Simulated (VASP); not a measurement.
Set up this calculation in VASP 6.6.1, as the native input.

| Property | Result |
| --- | --- |
| Task | single point |
| Functional | PBEsol |
| Potentials or basis | VASP PAW PBE potentials, release 64 (Nb_sv) |
| Cutoff | 520 eV |
| k mesh | 13 × 13 × 13 |
| Occupations | fermi-dirac, width 0.1 eV |
| Spin | no spin polarisation |
| Dipole correction | no |
| Further INCAR settings | ALGO = Normal; EDIFF = 1e-06; NBANDS = 12 |

The structure of Nb lies in POSCAR:

```
Nb
1.0
    2.6498468303      0.0000000000      0.0000000000
    0.0000000000      2.6498468303      0.0000000000
    0.0000000000      0.0000000000      2.6498468303
Nb
1
Direct
    0.0000000000      0.0000000000      0.0000000000
```

This cell differs from its parent crystal: volume scaled by 0.96.

One way to write it, as run:

INCAR

```
SYSTEM = Nb
PREC     = Accurate       ! precision mode
ENCUT    = 520            ! plane-wave cutoff, eV
EDIFF    = 1E-6           ! SCF threshold, eV
ISMEAR   = -1             ! smearing method
SIGMA    = 0.1            ! smearing width, eV
LREAL    = .FALSE.        ! projectors in reciprocal space
LASPH    = .TRUE.         ! aspherical terms in the spheres
NELM     = 60             ! most SCF steps
ALGO     = Normal         ! electronic algorithm
ISIF     = 2              ! what is computed and relaxed
LWAVE    = .FALSE.        ! write WAVECAR
LCHARG   = .FALSE.        ! write CHGCAR
GGA      = PS             ! functional
NBANDS   = 12             ! bands
```

KPOINTS

```
Automatic mesh
0
G
  13 13 13
  0 0 0
```

Potentials or basis: VASP PAW PBE potentials, release 64 (Nb_sv).

The run is started by

```sh
$ cat potpaw_PBE.64/Nb_sv/POTCAR > POTCAR
$ mpirun -np 1 vasp_std > vasp.out
```

It gave:

```
Pressure : 5.7 GPa
```

Caveat: the PAW data sets were made with another functional, which shifts forces and pressure a little.

It took 10 s on 1 thread of Intel(R) Xeon(R) Platinum 8375C CPU @ 2.90GHz (Ice Lake), with other jobs on the host, peak memory 0.13 GiB.
